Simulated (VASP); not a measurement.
Here is a VASP 6.6.1 calculation.

The input POSCAR:

```
Hg
1.0
    1.9867233999      1.1470352897      1.9753621536
   -1.9867233999      1.1470352897      1.9753621536
    0.0000000000     -2.2940705794      1.9753621536
Hg
1
Direct
    0.0000000000      0.0000000000      0.0000000000
```

File INCAR.step1:

```
SYSTEM = Hg
ALGO = Normal ; EDIFF = 1E-4
ENCUT = 520 ; GGA = PE
ISMEAR = 0 ; LASPH = .True.
LCHARG = .False. ; LREAL = .False.
LWAVE = .True. ; NBANDS = 12
NELM = 60 ; PREC = Accurate
SIGMA = 0.05
```

The input INCAR.step2:

```
SYSTEM = Hg
ALGO = Normal ; EDIFF = 1E-6
ENCUT = 520 ; ISIF = 2
ISMEAR = 0 ; ISTART = 1
LASPH = .True. ; LCHARG = .False.
LMIXTAU = .True. ; LREAL = .False.
LWAVE = .False. ; METAGGA = R2SCAN
NBANDS = 12 ; NELM = 60
PREC = Accurate ; SIGMA = 0.05
```

The input KPOINTS:

```
k-points
0
Gamma
  14 14 14
  0 0 0
```

Potentials or basis: VASP PAW PBE potentials, release 64 (Hg).

Launch:

```sh
$ cat potpaw_PBE.64/Hg/POTCAR > POTCAR
$ cp INCAR.step1 INCAR
$ mpirun -np 1 vasp_std > vasp.out
$ cp INCAR.step2 INCAR
$ mpirun -np 1 vasp_std > vasp.out
```

Q: Predict the band gap on the k mesh.

A: Zero (band 6 reaches 4.66 eV, above the bottom of band 7 at 0.19 eV).

Q: What does it give for the pressure?

A: 0.3 GPa.

Stress tensor (GPa, compression positive):
```
0.27 0.00 0.00
0.00 0.27 0.00
0.00 0.00 0.42
```

Caveat: the PAW data sets were made with another functional, which shifts forces and pressure a little; spin-orbit coupling is left out, which moves the levels of the heavy elements.
